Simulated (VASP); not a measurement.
# Sc (P6_3/mmc) in VASP: a series of runs, part 3 of 3

VASP 6.6.1.

### 4 Single point, PBEsol (strain +0.000 along x and y, -0.015 along z)

Contents of INCAR:

```
SYSTEM = Sc
  ALGO = Fast
  EDIFF = 1E-6
  ENCUT = 520
  GGA = PS
  ISIF = 2
  ISMEAR = 0
  LASPH = .True.
  LCHARG = .False.
  LREAL = .False.
  LWAVE = .False.
  NBANDS = 18
  NELM = 80
  PREC = Accurate
  SIGMA = 0.15
```

Contents of KPOINTS:

```
k-points
0
Gamma
  18 18 10
  0 0 0
```

Contents of POSCAR:

```
Sc
1.0
    3.3087978973      0.0000000000      0.0000000000
   -1.6543989486      2.8655030350      0.0000000000
    0.0000000000      0.0000000000      5.1889800000
Sc
2
Direct
    0.3333333333      0.6666666667      0.2500000000
    0.6666666667      0.3333333333      0.7500000000
```

Potentials or basis: VASP PAW PBE potentials, release 64 (Sc_sv).

Command:

```
> cat potpaw_PBE.64/Sc_sv/POTCAR > POTCAR
> mpirun -np 1 vasp_std > vasp.out
```

OUTCAR:

```text
SYSTEM = Sc
   EDIFF = 1E-6
   ENCUT = 520
   GGA = PS
   ISIF = 2
   ISMEAR = 0
   LASPH = .True.
   LREAL = .False.
   NELM = 80
   PREC = Accurate

 ion  position               nearest neighbor table
   1  0.333  0.667  0.250-   2 3.22   2 3.22   2 3.22   2 3.22   2 3.22   2 3.22
   2  0.667  0.333  0.750-   1 3.22   1 3.22   1 3.22   1 3.22   1 3.22   1 3.22

  LATTYP: Found a hexagonal cell.
 ALAT       =     3.3087978973
 C/A-ratio  =     1.5682372152

  Lattice vectors:

 A1 = (   3.3087978973,   0.0000000000,   0.0000000000)
 A2 = (  -1.6543989486,   2.8655030350,   0.0000000000)
 A3 = (   0.0000000000,   0.0000000000,   5.1889800000)

Analysis of symmetry for initial positions (statically):
=====================================================================
 Subroutine PRICEL returns:
 Original cell was already a primitive cell.

 Routine SETGRP: Setting up the symmetry group for a
 hexagonal supercell.

 Subroutine GETGRP returns: Found 24 space group operations
 (whereof 12 operations were pure point group operations)
 out of a pool of 24 trial point group operations.

The static configuration has the point symmetry D_3d.
 The point group associated with its full space group is D_6h.

Analysis of symmetry for dynamics (positions and initial velocities):
=====================================================================
 Subroutine PRICEL returns:
 Original cell was already a primitive cell.

 Routine SETGRP: Setting up the symmetry group for a
 hexagonal supercell.

 Subroutine GETGRP returns: Found 24 space group operations
 (whereof 12 operations were pure point group operations)
 out of a pool of 24 trial point group operations.

The dynamic configuration has the point symmetry D_3d.
 The point group associated with its full space group is D_6h.

 Subroutine INISYM returns: Found 24 space group operations
 (whereof 12 operations are pure point group operations),
 and found     1 'primitive' translations

----------------------------------------------------------------------------------------

                                     Primitive cell

  volume of cell :      49.1986

  direct lattice vectors                    reciprocal lattice vectors
     3.308797897  0.000000000  0.000000000     0.302224563  0.174489433  0.000000000
    -1.654398949  2.865503035  0.000000000     0.000000000  0.348978866  0.000000000
     0.000000000  0.000000000  5.188980000     0.000000000  0.000000000  0.192716102

  length of vectors
     3.308797897  3.308797897  5.188980000     0.348978866  0.348978866  0.192716102

  position of ions in fractional coordinates (direct lattice)
     0.333333333  0.666666667  0.250000000
     0.666666667  0.333333333  0.750000000

  ion indices of the primitive-cell ions
   primitive index   ion index
                 1           1
                 2           2

----------------------------------------------------------------------------------------

 KPOINTS: k-points

Automatic generation of k-mesh.
 Grid dimensions read from file:
 generate k-points for:   18   18   10

 Generating k-lattice:

  Cartesian coordinates                     Fractional coordinates (reciprocal lattice)
     0.016790254  0.009693857  0.000000000     0.055555556  0.000000000  0.000000000
     0.000000000  0.019387715  0.000000000     0.000000000  0.055555556  0.000000000
     0.000000000  0.000000000  0.019271610     0.000000000  0.000000000  0.100000000

  Length of vectors
     0.019387715  0.019387715  0.019271610

  Shift w.r.t. Gamma in fractional coordinates (k-lattice)
     0.000000000  0.000000000  0.000000000

 Subroutine IBZKPT returns following result:
 ===========================================

 Found    222 irreducible k-points:

 Following reciprocal coordinates:
            Coordinates               Weight
  0.000000  0.000000  0.000000      1.000000
  0.055556 -0.000000  0.000000      6.000000
  0.111111 -0.000000  0.000000      6.000000
  0.166667 -0.000000  0.000000      6.000000
  0.222222  0.000000  0.000000      6.000000
  0.277778  0.000000  0.000000      6.000000
[... 16 lines left out ...]
  0.333333  0.111111  0.000000     12.000000
  0.388889  0.111111  0.000000     12.000000
 [... further k-points ...]
   k-points           NKPTS =    222   k-points in BZ     NKDIM =    222   number of bands    NBANDS=     18
   number of dos      NEDOS =    301   number of ions     NIONS =      2
   total plane-waves  NPLWV =  31360
   dimension x,y,z NGX =    28 NGY =   28 NGZ =   40
   dimension x,y,z NGXF=    56 NGYF=   56 NGZF=   80
   ions per type =               2
   NGX,Y,Z   is equivalent  to a cutoff of  14.07, 14.07, 12.82 a.u.
   NGXF,Y,Z  is equivalent  to a cutoff of  28.14, 28.14, 25.63 a.u.
 SYSTEM =  Sc
   PREC   = accura    normal or accurate (medium, high low for compatibility)
   ISTART =      0    job   : 0-new  1-cont  2-samecut
   ICHARG =      2    charge: 1-file 2-atom 10-const
   ISPIN  =      1    spin polarized calculation?
   LNONCOLLINEAR =      F non collinear calculations
   LSORBIT =      F    spin-orbit coupling
   LASPH  =      T    aspherical Exc in radial PAW
   ENCUT  =  520.0 eV  38.22 Ry    6.18 a.u.   6.15  6.15  9.65*2*pi/ulx,y,z
   NELM   =     80;   NELMIN=  2; NELMDL= -5     # of ELM steps
   EDIFF  = 0.1E-05   stopping-criterion for ELM
   LREAL  =      F    real-space projection
[... 7 lines left out ...]
   TEBEG  =    0.0;   TEEND  =   0.0 temperature during run
   PSTRESS=    0.0 pullay stress
   NELECT =      22.0000    total number of electrons
   NUPDOWN=      -1.0000    fix difference up-down
   EMIN   =  10.00;   EMAX   =-10.00  energy-range for DOS
   EFERMI =   0.00;   METHOD = LEGACY
   ISMEAR =     0;   SIGMA  =   0.15  broadening in eV -4-tet -1-fermi 0-gaus
   EFERMI_NEDOS =   21; number of points for ismear=-14 and -15
   IALGO  =     68    algorithm
   IMIX   =      4    mixing-type and parameters
     AMIX     =   0.40;   BMIX     =  1.00
     AMIX_MAG =   1.60;   BMIX_MAG =  1.00
  volume/ion in A,a.u.               =      24.60       166.00
  Fermi-wavevector in a.u.,A,eV,Ry     =   1.251886  2.365721 21.323294  1.567218
  Thomas-Fermi vector in A             =   2.385812
   LORBIT       =      0    0 simple, 1 ext, 2 COOP (PROOUT), +10 PAW based schemes
   GGA     = PS    functional components
   LHFCALC =     F    Hartree Fock is set to
   AEXX    =    0.0000 exact exchange contribution
   IVDW    =     0    specifies the selected vdW correction
   LEPSILON=     F    determine dielectric tensor
   LRPA    =     F    only Hartree local field effects (RPA)
 non-spin polarized calculation
 RMM-DIIS sequential band-by-band and
 Gauss-broadening in eV      SIGMA  =   0.15
  energy-cutoff  :      520.00
  volume of cell :       49.20
 maximum number of plane-waves:      1363
 NGX is ok and might be reduce to    28
   NGX = 13   NGY = 13   NGZ = 19

 number of electron      21.9999995 magnetization

 Free energy of the ion-electron system (eV)
  ---------------------------------------------------
  ext. energy  EPLUGINS =         0.00000000
  ---------------------------------------------------
  free energy    TOTEN  =       -13.22119542 eV

  energy without entropy =      -13.17440530  energy(sigma->0) =      -13.19780036

 E-fermi :   3.5853     XC(G=0):  -9.9978

 val. band max:        3.5808564270   @ k =   0.3889   0.0000   0.2000
 cond. band min:       3.5887816091   @ k =   0.3333   0.0556   0.4000
 fundamental gap:      0.0079251821
 Fermi energy:         3.5853146728

 k-point     1 :       0.0000    0.0000    0.0000
  band No.  band energies     occupation
      1     -45.6142      2.00000
      2     -45.5428      2.00000
      3     -24.5347      2.00000
      4     -24.1859      2.00000
      5     -24.1859      2.00000
      6     -24.1202      2.00000
[... 10 lines left out ...]
     17       5.9224      0.00000
     18       5.9225      0.00000

 k-point     2 :       0.0556   -0.0000    0.0000
  band No.  band energies     occupation
      1     -45.6127      2.00000
      2     -45.5423      2.00000
      3     -24.5306      2.00000
      4     -24.1940      2.00000
      5     -24.1887      2.00000
      6     -24.1287      2.00000
[... 10 lines left out ...]
     17       5.8639      0.00000
     18       5.8798      0.00000
[... 442 lines left out ...]
 k-point    24 :       0.3889    0.1111    0.0000
  band No.  band energies     occupation
      1     -45.5562      2.00000
      2     -45.5327      2.00000
      3     -24.4426      2.00000
      4     -24.3703      2.00000
      5     -24.3491      2.00000
      6     -24.2838      2.00000
[... 10 lines left out ...]
     17       7.3578      0.00000
     18       7.5771      0.00000

 [... further k-points ...]

------------------------ aborting loop because EDIFF is reached ----------------------------------------

  FORCE on cell =-STRESS in cart. coord.  units (eV):
  Direction    XX          YY          ZZ          XY          YZ          ZX
  --------------------------------------------------------------------------------------
  -------------------------------------------------------------------------------------
  Total       -0.5697021     -0.5697021     -0.7577474     -0.0000000      0.0000000     -0.0000000
  in kB      -18.5526233    -18.5526233    -24.6764068     -0.0000000      0.0000000     -0.0000000
  external PRESSURE =     -20.5938844 kB  Pullay stress =       0.0000000 kB

 VOLUME and BASIS-vectors are now :
 -----------------------------------------------------------------------------
  energy-cutoff  :      520.00
  volume of cell :       49.20
      direct lattice vectors                 reciprocal lattice vectors
     3.308797897  0.000000000  0.000000000     0.302224563  0.174489433  0.000000000
    -1.654398949  2.865503035  0.000000000     0.000000000  0.348978866  0.000000000
     0.000000000  0.000000000  5.188980000     0.000000000  0.000000000  0.192716102

 POSITION                                       TOTAL-FORCE (eV/Angst)
 -----------------------------------------------------------------------------------
     -0.00000      1.91034      1.29724        -0.000000     -0.000000      0.000000
      1.65440      0.95517      3.89173         0.000000      0.000000      0.000000
 -----------------------------------------------------------------------------------
    total drift:                               -0.000000      0.000000     -0.000000

  FREE ENERGIE OF THE ION-ELECTRON SYSTEM (eV)
  ---------------------------------------------------
  free  energy   TOTEN  =       -13.2211954235 eV

  energy  without entropy=      -13.1744052991  energy(sigma->0) =      -13.19780036
```

Wall time 1.9 min (1 thread of Intel Xeon 6975P-C (Granite Rapids), shared host); peak memory 0.29 GiB.

Results:

```yaml
Free_energy: -13.2212 eV
Pressure: -2.1 GPa
Band_gap_on_the_k_mesh: zero (band 11 reaches 4.54 eV, above the bottom of band 12 at 3.09 eV)
```

Stress tensor (GPa, compression positive):
```
-1.86  0.00  0.00
 0.00 -1.86  0.00
 0.00  0.00 -2.47
```

Levels at points of the mesh, in eV from the Fermi level:
```csv
k point,band 7,band 8,band 9,band 10,band 11,band 12,band 13,band 14,band 15,band 16
"(0.00, 0.00, 0.00)",-27.71,-27.68,-5.14,-1.66,0.58,1.60,1.60,1.81,2.04,2.04
"(0.50, 0.00, 0.00)",-27.79,-27.75,-1.62,-1.06,-0.68,-0.32,1.27,1.36,1.84,3.77
"(0.00, 0.00, 0.50)",-27.74,-27.74,-3.60,-3.60,0.95,0.95,1.52,1.52,1.52,1.52
"(0.50, 0.00, 0.50)",-27.79,-27.79,-1.48,-1.48,0.06,0.06,1.28,1.28,2.39,2.39
```

Caveat: the cell differs from its parent crystal (strain +0.000 along x and y, -0.015 along z); the PAW data sets were made with another functional, which shifts forces and pressure a little.

### 5 Single point, PBEsol (strain -0.015 along x and y, +0.015 along z)

Contents of INCAR:

```
PREC = Accurate
ENCUT = 520
EDIFF = 1E-6
ISMEAR = 0
SIGMA = 0.15
LREAL = F
LASPH = T
NELM = 80
ALGO = Fast
ISIF = 2
LWAVE = F
LCHARG = T
GGA = PS
LELF = T
LVHAR = T
NBANDS = 18
```

Contents of KPOINTS:

```
Automatic mesh
0
Gamma
  18 18 10
```

Contents of POSCAR:

```
Sc
1.0
    3.2591659288      0.0000000000      0.0000000000
   -1.6295829644      2.8225204895      0.0000000000
    0.0000000000      0.0000000000      5.3470200000
Sc
2
Direct
    0.3333333333      0.6666666667      0.2500000000
    0.6666666667      0.3333333333      0.7500000000
```

Command:

```
> cat potpaw_PBE.64/Sc_sv/POTCAR > POTCAR
> mpirun -np 1 vasp_std > vasp.out
```

It took 82 s on 1 thread of Intel Xeon 6975P-C (Granite Rapids), shared host; peak memory 0.27 GiB.

Results (log left out):

```
Free energy            : -13.2010 eV
Pressure               : -1.9 GPa
Band gap on the k mesh : zero (band 11 reaches 4.37 eV, above the bottom of band 12 at 3.15 eV)
```

Stress tensor (GPa, compression positive):
```
-0.65  0.00  0.00
 0.00 -0.65  0.00
 0.00  0.00 -4.38
```

Levels at points of the mesh, in eV from the Fermi level:
```csv
k point,band 9,band 10,band 11,band 12,band 13,band 14
"(0.00, 0.00, 0.00)",-5.15,-1.76,0.26,1.56,1.63,1.63
"(0.50, 0.00, 0.00)",-1.57,-1.05,-0.74,-0.21,1.13,1.52
"(0.00, 0.00, 0.50)",-3.71,-3.71,0.78,0.78,1.60,1.60
"(0.50, 0.00, 0.50)",-1.49,-1.49,0.01,0.01,1.26,1.26
```

Caveat: the cell differs from its parent crystal (strain -0.015 along x and y, +0.015 along z); the PAW data sets were made with another functional, which shifts forces and pressure a little.

### 6 The runs side by side

| cell | further INCAR settings | gap on the mesh (eV) | pressure (GPa) |
| --- | --- | --- | --- |
| a = 3.408, b = 3.408, c = 5.347 Å, angles 90.0, 90.0, 120.0°, 2 atoms | ALGO = Fast; EDIFF = 1e-06; NBANDS = 18 | none | -5.9 |
| a = 3.408, b = 3.408, c = 5.426 Å, angles 90.0, 90.0, 120.0°, 2 atoms | ALGO = Fast; EDIFF = 1e-07; NBANDS = 18 | none | -6.4 |
| a = 3.309, b = 3.309, c = 5.189 Å, angles 90.0, 90.0, 120.0°, 2 atoms | ALGO = Fast; EDIFF = 1e-06; NBANDS = 18 | none | -2.1 |
| a = 3.259, b = 3.259, c = 5.347 Å, angles 90.0, 90.0, 120.0°, 2 atoms | ALGO = Fast; EDIFF = 1e-06; NBANDS = 18 | none | -1.9 |

Alike in all rows: task single point; level PBEsol; potentials or basis VASP PAW PBE potentials, release 64 (Sc_sv); no spin polarisation; k mesh 18 × 18 × 10; cutoff (eV) 520; smearing gaussian 0.15 eV.

Caveats: the PAW data sets were made with another functional, which shifts forces and pressure a little.

Total energies depend on the potentials used, so only differences within one code and one set of settings carry meaning.
